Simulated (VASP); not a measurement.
# Te2Mo in VASP: further runs

Runs on Te2Mo. Level: LDA. Tasks: single point.

All numbers are computed with VASP 6.6.1; they aren't measurements. Logs are shortened: lines on timing, memory, paths and dates and some standing lists are left out, and cuts for length are marked.

## 1. The cell of the first run

The cell holds a slab with vacuum, 3 atoms: a = 3.560 Å, b = 3.560 Å, c = 17.524 Å, α = 90.00°, β = 90.00°, γ = 120.00°.

## 2. Single point, LDA (atom 3 (Mo) moved by (+0.000, +0.150) A along x and y)

Contents of INCAR:

```
SYSTEM = Te2Mo
PREC = Accurate
ENCUT = 520
EDIFF = 1E-6
ISMEAR = 0
SIGMA = 0.05
LREAL = .FALSE.
LASPH = .TRUE.
NELM = 100
ALGO = Normal
ISIF = 2
LWAVE = .FALSE.
LCHARG = .TRUE.
GGA = CA
LELF = .TRUE.
LVHAR = .TRUE.
NBANDS = 20
```

Contents of KPOINTS:

```
regular mesh
0
G
  12 12 2
  0 0 0
```

Contents of POSCAR:

```
Te2Mo
1.0
    3.5602328140      0.0000000000      0.0000000000
   -1.7801164070      3.0832520603      0.0000000000
    0.0000000000      0.0000000000     17.5240578200
Te Mo
2 1
Direct
    0.3333333333      0.6666666667      0.8978554500
    0.3333333333      0.6666666667      0.1021445500
    0.0243249655      0.0486499310      0.0000000000
```

Potentials or basis: VASP PAW LDA potentials, release 64 (Te, Mo_sv).

Started as:

```bash
> cat potpaw_LDA.64/Te/POTCAR potpaw_LDA.64/Mo_sv/POTCAR > POTCAR
> mpirun -np 1 vasp_std > vasp.out
```

OUTCAR:

```text
SYSTEM = Te2Mo
   PREC = Accurate
   ENCUT = 520
   EDIFF = 1E-6
   ISMEAR = 0
   LREAL = .FALSE.
   LASPH = .TRUE.
   NELM = 100
   ISIF = 2
   GGA = CA

 ion  position               nearest neighbor table
   1  0.333  0.667  0.898-   3 2.61   3 2.79   3 2.79   2 3.58
   2  0.333  0.667  0.102-   3 2.61   3 2.79   3 2.79   1 3.58
   3  0.024  0.049  0.000-   1 2.61   2 2.61   1 2.79   2 2.79   1 2.79   2 2.79

  LATTYP: Found a hexagonal cell.
 ALAT       =     3.5602328140
 C/A-ratio  =     4.9221662558

  Lattice vectors:

 A1 = (   3.5602328140,   0.0000000000,   0.0000000000)
 A2 = (  -1.7801164070,   3.0832520603,   0.0000000000)
 A3 = (   0.0000000000,   0.0000000000,  17.5240578200)

Analysis of symmetry for initial positions (statically):
=====================================================================
 Subroutine PRICEL returns:
 Original cell was already a primitive cell.

 Routine SETGRP: Setting up the symmetry group for a
 hexagonal supercell.

 Subroutine GETGRP returns: Found  4 space group operations
 (whereof  4 operations were pure point group operations)
 out of a pool of 24 trial point group operations.

The static configuration has the point symmetry C_2v.

Analysis of symmetry for dynamics (positions and initial velocities):
=====================================================================
 Subroutine PRICEL returns:
 Original cell was already a primitive cell.

 Routine SETGRP: Setting up the symmetry group for a
 hexagonal supercell.

 Subroutine GETGRP returns: Found  4 space group operations
 (whereof  4 operations were pure point group operations)
 out of a pool of 24 trial point group operations.

The dynamic configuration has the point symmetry C_2v.

 Subroutine INISYM returns: Found  4 space group operations
 (whereof  4 operations are pure point group operations),
 and found     1 'primitive' translations

----------------------------------------------------------------------------------------

                                     Primitive cell

  volume of cell :     192.3633

  direct lattice vectors                    reciprocal lattice vectors
     3.560232814  0.000000000  0.000000000     0.280880508  0.162166437  0.000000000
    -1.780116407  3.083252060  0.000000000     0.000000000  0.324332873  0.000000000
     0.000000000  0.000000000 17.524057820     0.000000000  0.000000000  0.057064409

  length of vectors
     3.560232814  3.560232814 17.524057820     0.324332873  0.324332873  0.057064409

  position of ions in fractional coordinates (direct lattice)
[... 81 lines left out ...]
   EDIFF  = 0.1E-05   stopping-criterion for ELM
   LREAL  =      F    real-space projection
   EDIFFG = 0.1E-04   stopping-criterion for IOM
   NSW    =      0    number of steps for IOM
   IBRION =     -1    ionic relax: 0-MD 1-quasi-New 2-CG
   NFREE  =      0    steps in history (QN), initial steepest desc. (CG)
   ISIF   =      2    stress and relaxation
   ISYM   =      2    0-nonsym 1-usesym 2-fastsym
   POTIM  = 0.5000    time-step for ionic-motion
   TEBEG  =    0.0;   TEEND  =   0.0 temperature during run
   PSTRESS=    0.0 pullay stress
   NELECT =      26.0000    total number of electrons
   NUPDOWN=      -1.0000    fix difference up-down
   EMIN   =  10.00;   EMAX   =-10.00  energy-range for DOS
   EFERMI =   0.00;   METHOD = LEGACY
   ISMEAR =     0;   SIGMA  =   0.05  broadening in eV -4-tet -1-fermi 0-gaus
   EFERMI_NEDOS =   21; number of points for ismear=-14 and -15
   IALGO  =     38    algorithm
   IMIX   =      4    mixing-type and parameters
     AMIX     =   0.40;   BMIX     =  1.00
     AMIX_MAG =   1.60;   BMIX_MAG =  1.00
  volume/ion in A,a.u.               =      64.12       432.71
  Fermi-wavevector in a.u.,A,eV,Ry     =   0.840153  1.587660  9.603777  0.705858
  Thomas-Fermi vector in A             =   1.954489
   LORBIT       =      0    0 simple, 1 ext, 2 COOP (PROOUT), +10 PAW based schemes
   GGA     = CA    functional components
   LHFCALC =     F    Hartree Fock is set to
   AEXX    =    0.0000 exact exchange contribution
   IVDW    =     0    specifies the selected vdW correction
   LEPSILON=     F    determine dielectric tensor
   LRPA    =     F    only Hartree local field effects (RPA)
 non-spin polarized calculation
 Gauss-broadening in eV      SIGMA  =   0.05
  energy-cutoff  :      520.00
  volume of cell :      192.36
 maximum number of plane-waves:      5262
   NGX = 13   NGY = 13   NGZ = 65

 number of electron      26.0000002 magnetization

 Free energy of the ion-electron system (eV)
  ---------------------------------------------------
  ext. energy  EPLUGINS =         0.00000000
  ---------------------------------------------------
  free energy    TOTEN  =       -20.25551626 eV

  energy without entropy =      -20.25551626  energy(sigma->0) =      -20.25551626

 E-fermi :   0.1889     XC(G=0):  -4.8297

 val. band max:       -0.1075449563   @ k =   0.3333   0.3333   0.5000
 cond. band min:       0.9278323122   @ k =   0.3333   0.3333   0.0000
 fundamental gap:      1.0353772685
 Fermi energy:         0.1888718739

 k-point     1 :       0.0000    0.0000    0.0000
  band No.  band energies     occupation
      1     -60.4207      2.00000
      2     -34.7719      2.00000
      3     -34.6688      2.00000
      4     -34.6301      2.00000
      5     -12.6758      2.00000
      6     -11.6957      2.00000
[... 541 lines left out ...]
     19       6.1124      0.00000
     20       6.4028      0.00000

 [... further k-points ...]

------------------------ aborting loop because EDIFF is reached ----------------------------------------

  FORCE on cell =-STRESS in cart. coord.  units (eV):
  Direction    XX          YY          ZZ          XY          YZ          ZX
  --------------------------------------------------------------------------------------
  -------------------------------------------------------------------------------------
  Total       -3.0708566     -1.2328857     -0.6603598      0.0000000      0.0000000      0.0000000
  in kB      -25.5769060    -10.2686011     -5.5000809      0.0000000      0.0000000      0.0000000
  external PRESSURE =     -13.7818627 kB  Pullay stress =       0.0000000 kB

 VOLUME and BASIS-vectors are now :
 -----------------------------------------------------------------------------
  energy-cutoff  :      520.00
  volume of cell :      192.36
      direct lattice vectors                 reciprocal lattice vectors
     3.560232814  0.000000000  0.000000000     0.280880508  0.162166437  0.000000000
    -1.780116407  3.083252060  0.000000000     0.000000000  0.324332873  0.000000000
     0.000000000  0.000000000 17.524057820     0.000000000  0.000000000  0.057064409

 POSITION                                       TOTAL-FORCE (eV/Angst)
 -----------------------------------------------------------------------------------
     -0.00000      2.05550     15.73407         0.000000      1.057712      0.181138
     -0.00000      2.05550      1.78999         0.000000      1.057712     -0.181138
      0.00000      0.15000      0.00000         0.000000     -2.115424      0.000000
 -----------------------------------------------------------------------------------
    total drift:                                0.000000     -0.000088     -0.000000

  FREE ENERGIE OF THE ION-ELECTRON SYSTEM (eV)
  ---------------------------------------------------
  free  energy   TOTEN  =       -20.2555162644 eV

  energy  without entropy=      -20.2555162644  energy(sigma->0) =      -20.25551626
```

OSZICAR:

```text
N       E                     dE             d eps       ncg     rms          rms(c)
DAV:   1     0.128508188799E+03    0.12851E+03   -0.11547E+04  4616   0.103E+03
DAV:   2    -0.127269060156E+02   -0.14124E+03   -0.13736E+03  4560   0.225E+02
DAV:   3    -0.207995289697E+02   -0.80726E+01   -0.80021E+01  4540   0.444E+01
[... 13 lines left out ...]
DAV:  17    -0.202554565083E+02   -0.61208E-04   -0.33906E-06  3428   0.493E-03    0.417E-03
DAV:  18    -0.202555042860E+02   -0.47778E-04   -0.20302E-06  3316   0.399E-03    0.181E-03
DAV:  19    -0.202555108046E+02   -0.65186E-05   -0.14747E-07  2808   0.114E-03    0.686E-04
DAV:  20    -0.202555157752E+02   -0.49707E-05   -0.23277E-07  2716   0.135E-03    0.783E-04
DAV:  21    -0.202555162644E+02   -0.48913E-06   -0.13371E-08  2500   0.409E-04
   1 F= -.20255516E+02 E0= -.20255516E+02  d E =-.213480E-18
```

stdout:

```text
POSCAR found type information on POSCAR TeMo
 POSCAR found :  2 types and       3 ions
 scaLAPACK will be used
 LDA part: xc-table for (Slater(with rela. corr.)+CA(PZ))
 , standard interpolation
 POSCAR, INCAR and KPOINTS ok, starting setup
 FFT: planning ... GRIDC
 FFT: planning ... GRID_SOFT
 FFT: planning ... GRID
 WAVECAR not read
 entering main loop
```

Run time: 3.8 min. Hardware: 1 thread of Intel Xeon 6975P-C (Granite Rapids), shared host; peak memory 0.48 GiB.

What came out:

```yaml
Free_energy: -20.2555 eV
Largest_force: 2.115 eV/Å
Band_gap_on_the_k_mesh: 1.04 eV
```

Forces in eV/Å, atoms in the order of the input:
```
Te   0.000  1.058  0.181
Te   0.000  1.058 -0.181
Mo   0.000 -2.115  0.000
```

Caveat: the cell differs from its parent crystal (atom 3 (Mo) moved by (+0.000, +0.150) A along x and y); there is no dipole correction, which matters where the two faces differ; spin-orbit coupling is left out, which moves the levels of the heavy elements.

## 3. Single point, LDA (atom 3 (Mo) moved by (-0.300, -0.300) A along x and y)

INCAR: that of step 2 with these lines changed.

```diff
@@ -3,3 +3,3 @@
 ENCUT = 520
-EDIFF = 1E-6
+EDIFF = 1E-7
 ISMEAR = 0
@@ -13,3 +13,2 @@
 LCHARG = .TRUE.
-GGA = CA
 LELF = .TRUE.
```

KPOINTS is that of step 2.

POSCAR: that of step 2 with these lines changed.

```diff
@@ -10,2 +10,2 @@
     0.3333333333      0.6666666667      0.1021445500
-    0.0243249655      0.0486499310      0.0000000000
+   -0.1329140833     -0.0972998620      0.0000000000
```

Potentials or basis: VASP PAW LDA potentials, release 64 (Te, Mo_sv).

Started as:

```bash
> cat potpaw_LDA.64/Te/POTCAR potpaw_LDA.64/Mo_sv/POTCAR > POTCAR
> mpirun -np 1 vasp_std > vasp.out
```

Run time: 6.8 min. Hardware: 1 thread of Intel Xeon 6975P-C (Granite Rapids), shared host; peak memory 0.67 GiB.

Results (log left out):

* Free energy: -19.1588 eV
* Largest force: 5.932 eV/Å
* Band gap on the k mesh: 0.36 eV (least direct gap 0.64 eV)

Forces in eV/Å, atoms in the order of the input:
```
Te  -2.332 -1.833 -1.230
Te  -2.332 -1.833  1.230
Mo   4.664  3.666  0.000
```

Levels at points of the mesh, in eV from the valence-band top:
| k point | band 9 | band 10 | band 11 | band 12 | band 13 | band 14 | band 15 | band 16 | band 17 | band 18 |
| --- | --- | --- | --- | --- | --- | --- | --- | --- | --- | --- |
| (0.00, 0.00, 0.00) | -2.59 | -2.14 | -1.94 | -1.27 | -0.70 | 1.19 | 1.82 | 2.90 | 3.26 | 3.63 |
| (0.50, 0.00, 0.00) | -3.63 | -2.96 | -2.73 | -1.95 | -0.82 | 0.43 | 0.91 | 2.58 | 3.37 | 3.65 |
| (0.00, 0.50, 0.00) | -4.36 | -3.36 | -1.94 | -1.72 | -0.20 | 0.74 | 1.22 | 1.27 | 2.98 | 3.07 |
| (0.50, 0.50, 0.00) | -4.19 | -3.12 | -2.21 | -1.87 | 0.00 | 0.64 | 1.03 | 1.22 | 3.18 | 3.31 |
| (0.00, 0.00, 0.50) | -2.59 | -2.14 | -1.94 | -1.27 | -0.70 | 1.19 | 1.82 | 2.90 | 3.26 | 3.74 |
| (0.50, 0.00, 0.50) | -3.63 | -2.96 | -2.73 | -1.95 | -0.82 | 0.43 | 0.91 | 2.58 | 3.37 | 3.65 |
| (0.00, 0.50, 0.50) | -4.36 | -3.36 | -1.94 | -1.72 | -0.20 | 0.74 | 1.22 | 1.27 | 2.98 | 3.07 |
| (0.50, 0.50, 0.50) | -4.19 | -3.12 | -2.21 | -1.87 | 0.00 | 0.64 | 1.03 | 1.22 | 3.18 | 3.31 |

Caveat: the cell differs from its parent crystal (atom 3 (Mo) moved by (-0.300, -0.300) A along x and y); there is no dipole correction, which matters where the two faces differ; semilocal functionals underestimate gaps, and a narrow one can read as zero; spin-orbit coupling is left out, which moves the levels of the heavy elements.
